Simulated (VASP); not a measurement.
## Si: single point with LDA

Crystal: Si.

```xyz
4
Lattice="2.5717 0.0000 0.0000 -1.2859 2.2272 0.0000 0.0000 0.0000 8.5328" Properties=species:S:1:pos:R:3 pbc="T T T"
Si    0.0000    0.0000    8.5328
Si    2.5717    0.0000    4.2664
Si    0.0000    1.4848    2.1332
Si    1.2859    0.7424    6.3996
```

This cell differs from its parent crystal: volume scaled by 0.88.

- Program: VASP 6.6.1
- Task: single point
- Functional: LDA
- Potentials or basis: VASP PAW LDA potentials, release 64 (Si)
- Cutoff: 520 eV
- k mesh: 15 × 15 × 4
- Occupations: fermi-dirac, width 0.1 eV
- Spin: no spin polarisation

```json
{
 "Pressure": "15.5 GPa",
 "Band gap on the k mesh": "zero (band 8 reaches 22.38 eV, above the bottom of band 9 at 8.37 eV)"
}
```

Stress tensor (GPa, compression positive):
```
14.37  0.00  0.00
 0.00 14.37  0.00
 0.00  0.00 17.63
```

Levels at points of the mesh, in eV from the Fermi level:
```
           k point  band 4  band 5  band 6  band 7  band 8  band 9  band 10  band 11  band 12  band 13
(0.00, 0.00, 0.00)   -8.36   -8.12    1.07    1.07    9.84    9.84    10.28    10.28    11.44    11.44
(0.00, 0.00, 0.50)  -11.62   -3.99   -3.99    6.76    6.76   10.16    10.16    10.16    10.16    10.99
```

Run time: 26 s on 1 thread of Intel(R) Xeon(R) Platinum 8559C (Emerald Rapids), with other jobs on the host, peak memory 0.16 GiB.
